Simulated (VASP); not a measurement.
# GeSe (Pnma) in VASP: single point with PBE

Aim: the single point of GeSe with PBE.

All numbers are computed with VASP 6.6.1; they aren't measurements. Logs are shortened: lines on timing, memory, paths and dates and some standing lists are left out, and cuts for length are marked.

## 1. The cell of the first run

The structure is orthorhombic, space group Pnma (No. 62). Conventional cell: a = 10.820 Å, b = 3.850 Å, c = 4.488 Å, α = 90.00°, β = 90.00°, γ = 90.00°. Within 3.4 Å of Ge (site symmetry m) lie 6 Se at 2.59 to 3.39 Å and 2 Ge at 3.40 Å. Se (site symmetry m) has 6 Ge at 2.59 to 3.39 Å within 3.4 Å.

## 2. Single point, PBE (z stretched by +2 %, then relaxed in part)

Input file INCAR:

```
  PREC = Accurate
  ENCUT = 500
  EDIFF = 1E-6
  ISMEAR = -1
  SIGMA = 0.02
  LREAL = False
  LASPH = True
  NELM = 120
  ALGO = Normal
  ISIF = 2
  LWAVE = False
  LCHARG = True
  GGA = PE
  LELF = True
  LVHAR = True
  NBANDS = 50
  GGA_COMPAT = False
```

Input file KPOINTS:

```
Automatic mesh
0
Gamma
  4 11 10
```

Input file POSCAR:

```
GeSe
1.0
   10.8200000000      0.0000000000      0.0000000000
    0.0000000000      3.8500000000      0.0000000000
    0.0000000000      0.0000000000      4.4880000000
Ge Se
4 4
Direct
    0.1196415359      0.2500000000      0.1184729782
    0.8803584641      0.7500000000      0.8815270218
    0.3803584641      0.7500000000      0.6184729782
    0.6196415359      0.2500000000      0.3815270218
    0.8538263764      0.2500000000      0.4999875002
    0.1461736236      0.7500000000      0.5000124998
    0.6461736236      0.7500000000     -0.0000124998
    0.3538263764      0.2500000000      0.0000124998
```

Potentials or basis: VASP PAW PBE potentials, release 64 (Ge_d, Se).

The run is started by

```bash
$ cat potpaw_PBE.64/Ge_d/POTCAR potpaw_PBE.64/Se/POTCAR > POTCAR
$ mpirun -np 1 vasp_std > vasp.out
```

OUTCAR:

```text
PREC = Accurate
   ENCUT = 500
   EDIFF = 1E-6
   ISMEAR = -1
   LREAL = False
   LASPH = True
   NELM = 120
   ISIF = 2
   GGA = PE

 ion  position               nearest neighbor table
   1  0.120  0.250  0.118-   8 2.59   6 2.59   6 2.59
   2  0.880  0.750  0.882-   7 2.59   5 2.59   5 2.59
   3  0.380  0.750  0.618-   6 2.59   8 2.59   8 2.59
   4  0.620  0.250  0.382-   5 2.59   7 2.59   7 2.59
   5  0.854  0.250  0.500-   4 2.59   2 2.59   2 2.59
   6  0.146  0.750  0.500-   3 2.59   1 2.59   1 2.59
   7  0.646  0.750  1.000-   2 2.59   4 2.59   4 2.59
   8  0.354  0.250  0.000-   1 2.59   3 2.59   3 2.59

  LATTYP: Found a simple orthorhombic cell.
 ALAT       =     3.8500000000
 B/A-ratio  =     1.1657142857
 C/A-ratio  =     2.8103896104

  Lattice vectors:

 A1 = (   0.0000000000,   3.8500000000,   0.0000000000)
 A2 = (   0.0000000000,   0.0000000000,   4.4880000000)
 A3 = (  10.8200000000,   0.0000000000,   0.0000000000)

Analysis of symmetry for initial positions (statically):
=====================================================================
 Subroutine PRICEL returns:
 Original cell was already a primitive cell.

 Routine SETGRP: Setting up the symmetry group for a
 simple orthorhombic supercell.

 Subroutine GETGRP returns: Found  8 space group operations
 (whereof  2 operations were pure point group operations)
 out of a pool of  8 trial point group operations.

The static configuration has the point symmetry S_2 .
 The point group associated with its full space group is D_2h.

Analysis of symmetry for dynamics (positions and initial velocities):
=====================================================================
 Subroutine PRICEL returns:
 Original cell was already a primitive cell.

 Routine SETGRP: Setting up the symmetry group for a
 simple orthorhombic supercell.

 Subroutine GETGRP returns: Found  8 space group operations
 (whereof  2 operations were pure point group operations)
 out of a pool of  8 trial point group operations.

The dynamic configuration has the point symmetry S_2 .
 The point group associated with its full space group is D_2h.

 Subroutine INISYM returns: Found  8 space group operations
 (whereof  2 operations are pure point group operations),
 and found     1 'primitive' translations

----------------------------------------------------------------------------------------

                                     Primitive cell

[... 101 lines left out ...]
   NELM   =    120;   NELMIN=  2; NELMDL= -5     # of ELM steps
   EDIFF  = 0.1E-05   stopping-criterion for ELM
   LREAL  =      F    real-space projection
[... 7 lines left out ...]
   TEBEG  =    0.0;   TEEND  =   0.0 temperature during run
   PSTRESS=    0.0 pullay stress
   NELECT =      80.0000    total number of electrons
   NUPDOWN=      -1.0000    fix difference up-down
   EMIN   =  10.00;   EMAX   =-10.00  energy-range for DOS
   EFERMI =   0.00;   METHOD = LEGACY
   ISMEAR =    -1;   SIGMA  =   0.02  broadening in eV -4-tet -1-fermi 0-gaus
   EFERMI_NEDOS =   21; number of points for ismear=-14 and -15
   IALGO  =     38    algorithm
   IMIX   =      4    mixing-type and parameters
     AMIX     =   0.40;   BMIX     =  1.00
     AMIX_MAG =   1.60;   BMIX_MAG =  1.00
  volume/ion in A,a.u.               =      23.37       157.71
  Fermi-wavevector in a.u.,A,eV,Ry     =   1.233648  2.331256 20.706531  1.521887
  Thomas-Fermi vector in A             =   2.368370
   LORBIT       =      0    0 simple, 1 ext, 2 COOP (PROOUT), +10 PAW based schemes
   GGA     = PE    functional components
   LHFCALC =     F    Hartree Fock is set to
   AEXX    =    0.0000 exact exchange contribution
   IVDW    =     0    specifies the selected vdW correction
   LEPSILON=     F    determine dielectric tensor
   LRPA    =     F    only Hartree local field effects (RPA)
 non-spin polarized calculation
  energy-cutoff  :      500.00
  volume of cell :      186.96
 maximum number of plane-waves:      4776
 NGX is ok and might be reduce to    80
   NGX = 39   NGY = 15   NGZ = 17

 number of electron      80.0000016 magnetization

 Free energy of the ion-electron system (eV)
  ---------------------------------------------------
  ext. energy  EPLUGINS =         0.00000000
  ---------------------------------------------------
  free energy    TOTEN  =       -33.83950609 eV

  energy without entropy =      -33.83950609  energy(sigma->0) =      -33.83950609

 E-fermi :   4.5584     XC(G=0):  -9.8526

 val. band max:        4.1506519984   @ k =   0.0000   0.0000   0.3000
 cond. band min:       5.0058495159   @ k =   0.0000   0.0000   0.0000
 fundamental gap:      0.8551975175
 Fermi energy:         4.5584391734

 k-point     1 :       0.0000    0.0000    0.0000
  band No.  band energies     occupation
      1     -20.3794      2.00000
      2     -20.3772      2.00000
      3     -20.3751      2.00000
      4     -20.3750      2.00000
      5     -20.3739      2.00000
      6     -20.3736      2.00000
[... 1261 lines left out ...]
     49       8.9752      0.00000
     50       8.9884      0.00000

 [... further k-points ...]

------------------------ aborting loop because EDIFF is reached ----------------------------------------

  FORCE on cell =-STRESS in cart. coord.  units (eV):
  Direction    XX          YY          ZZ          XY          YZ          ZX
  --------------------------------------------------------------------------------------
  -------------------------------------------------------------------------------------
  Total        1.7764028      1.3833493      1.0839503      0.0000000      0.0000000      0.0000000
  in kB       15.2233835     11.8550010      9.2892174      0.0000000      0.0000000      0.0000000
  external PRESSURE =      12.1225340 kB  Pullay stress =       0.0000000 kB

 VOLUME and BASIS-vectors are now :
 -----------------------------------------------------------------------------
  energy-cutoff  :      500.00
  volume of cell :      186.96
      direct lattice vectors                 reciprocal lattice vectors
    10.820000000  0.000000000  0.000000000     0.092421442  0.000000000  0.000000000
     0.000000000  3.850000000  0.000000000     0.000000000  0.259740260  0.000000000
     0.000000000  0.000000000  4.488000000     0.000000000  0.000000000  0.222816399

 POSITION                                       TOTAL-FORCE (eV/Angst)
 -----------------------------------------------------------------------------------
      1.29452      0.96250      0.53171        -0.017121     -0.000000     -0.014164
      9.52548      2.88750      3.95629         0.017121      0.000000      0.014164
      4.11548      2.88750      2.77571         0.017121      0.000000     -0.014164
      6.70452      0.96250      1.71229        -0.017121     -0.000000      0.014164
      9.23840      0.96250      2.24394         0.008098     -0.000000     -0.012914
      1.58160      2.88750      2.24406        -0.008098      0.000000      0.012914
      6.99160      2.88750      4.48794        -0.008098     -0.000000     -0.012914
      3.82840      0.96250      0.00006         0.008098     -0.000000      0.012914
 -----------------------------------------------------------------------------------
    total drift:                                0.000000     -0.000000      0.000000

  FREE ENERGIE OF THE ION-ELECTRON SYSTEM (eV)
  ---------------------------------------------------
  free  energy   TOTEN  =       -33.8395060854 eV

  energy  without entropy=      -33.8395060854  energy(sigma->0) =      -33.83950609
```

OSZICAR:

```text
N       E                     dE             d eps       ncg     rms          rms(c)
DAV:   1     0.894958832302E+03    0.89496E+03   -0.35311E+04 13680   0.331E+03
DAV:   2     0.143955436787E+03   -0.75100E+03   -0.71832E+03 10808   0.919E+02
DAV:   3    -0.201629947707E+02   -0.16412E+03   -0.15642E+03 12420   0.221E+02
DAV:   4    -0.337667952277E+02   -0.13604E+02   -0.13349E+02 12950   0.698E+01
DAV:   5    -0.341940968971E+02   -0.42730E+00   -0.42525E+00 12628   0.129E+01    0.663E+00
DAV:   6    -0.338507978704E+02    0.34330E+00   -0.63134E-01 15012   0.448E+00    0.411E+00
DAV:   7    -0.338413577560E+02    0.94401E-02   -0.29361E-01 13958   0.197E+00    0.114E+00
DAV:   8    -0.338389992517E+02    0.23585E-02   -0.29090E-02 14272   0.132E+00    0.228E-01
DAV:   9    -0.338394089879E+02   -0.40974E-03   -0.43330E-03 13128   0.486E-01    0.808E-02
DAV:  10    -0.338394804526E+02   -0.71465E-04   -0.41065E-04 12290   0.101E-01    0.320E-02
DAV:  11    -0.338395099579E+02   -0.29505E-04   -0.55638E-05 13904   0.519E-02    0.130E-02
DAV:  12    -0.338395055833E+02    0.43746E-05   -0.12012E-05 11002   0.195E-02    0.335E-03
DAV:  13    -0.338395060854E+02   -0.50208E-06   -0.25155E-06  9402   0.893E-03
   1 F= -.33839506E+02 E0= -.33839506E+02  d E =-.867611E-11
```

stdout:

```text
POSCAR found type information on POSCAR GeSe
 POSCAR found :  2 types and       8 ions
 scaLAPACK will be used
 LDA part: xc-table for (Slater+PW92), standard interpolation
 POSCAR, INCAR and KPOINTS ok, starting setup
 FFT: planning ... GRIDC
 FFT: planning ... GRID_SOFT
 FFT: planning ... GRID
 WAVECAR not read
 entering main loop
```

Run time: 8.4 min. Hardware: 1 thread of Intel Xeon Platinum 8488C (Sapphire Rapids), shared host; peak memory 0.76 GiB.

Results:

```
Free energy            : -33.8395 eV
Pressure               : 1.2 GPa
Largest force          : 0.022 eV/Å
Band gap on the k mesh : 0.86 eV (least direct gap 0.96 eV)
```

Forces on the atoms (eV/Å):
```
Ge  -0.017  0.000 -0.014
Ge   0.017  0.000  0.014
Ge   0.017  0.000 -0.014
Ge  -0.017  0.000  0.014
Se   0.008  0.000 -0.013
Se  -0.008  0.000  0.013
Se  -0.008  0.000 -0.013
Se   0.008  0.000  0.013
```

Levels at points of the mesh, in eV from the valence-band top:
| k point | band 37 | band 38 | band 39 | band 40 | band 41 | band 42 | band 43 | band 44 |
| --- | --- | --- | --- | --- | --- | --- | --- | --- |
| (0.00, 0.00, 0.00) | -1.27 | -0.86 | -0.86 | -0.11 | 0.86 | 2.59 | 2.68 | 2.71 |
| (0.50, 0.00, 0.00) | -1.57 | -1.57 | -0.40 | -0.40 | 2.33 | 2.33 | 2.50 | 2.50 |
| (0.00, 0.00, 0.50) | -0.99 | -0.99 | -0.34 | -0.34 | 1.26 | 1.26 | 2.05 | 2.05 |
| (0.50, 0.00, 0.50) | -0.57 | -0.57 | -0.47 | -0.47 | 1.31 | 1.31 | 2.07 | 2.07 |

Caveat: the cell differs from its parent crystal (z stretched by +2 %, then relaxed in part). A k mesh can miss the band edges.
